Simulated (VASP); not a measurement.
Here is a VASP 6.6.1 calculation.

Contents of INCAR:

```
PREC = Accurate ; ENCUT = 520
EDIFF = 1E-6 ; ISMEAR = 0
SIGMA = 0.2 ; LREAL = False
LASPH = True ; NELM = 100
ALGO = Normal ; ISIF = 2
LWAVE = False ; LCHARG = False
GGA = PE ; NBANDS = 33
```

KPOINTS

```
regular mesh
0
Gamma
  5 5 2
```

The input POSCAR:

```
Sc2Al3As3
1.0
    3.7788593645      0.0000000000      0.0000000000
   -1.8894296823      3.2725882070      0.0000000000
    0.0000000000      0.0000000000     13.0475627767
Sc Al As
2 3 3
Direct
    0.3333333333      0.6666666667      0.1203257178
    0.6666666667      0.3333333333      0.8796742822
    0.6666666667      0.3333333333      0.6410068207
    0.0000000000      0.0000000000      0.5000000000
    0.3333333333      0.6666666667      0.3589931793
    0.6666666667      0.3333333333      0.2534437573
    0.3333333333      0.6666666667      0.7465562427
    0.0000000000      0.0000000000      0.0000000000
```

Potentials or basis: VASP PAW PBE potentials, release 64 (Sc_sv, Al, As).

Run with:

```console
$ cat potpaw_PBE.64/Sc_sv/POTCAR potpaw_PBE.64/Al/POTCAR potpaw_PBE.64/As/POTCAR > POTCAR
$ mpirun -np 1 vasp_std > vasp.out
```

**Question.** What does it give for the band gap on the k mesh?

**Answer.** Zero (bands 23 and 24 overlap by 1.64 eV).

**Question.** Predict the pressure.

**Answer.** 0.2 GPa.

**Question.** Predict the largest force.

**Answer.** 0.061 eV/Å.

Stress tensor (GPa, compression positive):
```
0.18 0.00 0.00
0.00 0.18 0.00
0.00 0.00 0.39
```

Caveat: the k points lie up to 0.38 Å⁻¹ apart, too coarse for converged energies and pressures of a metal.
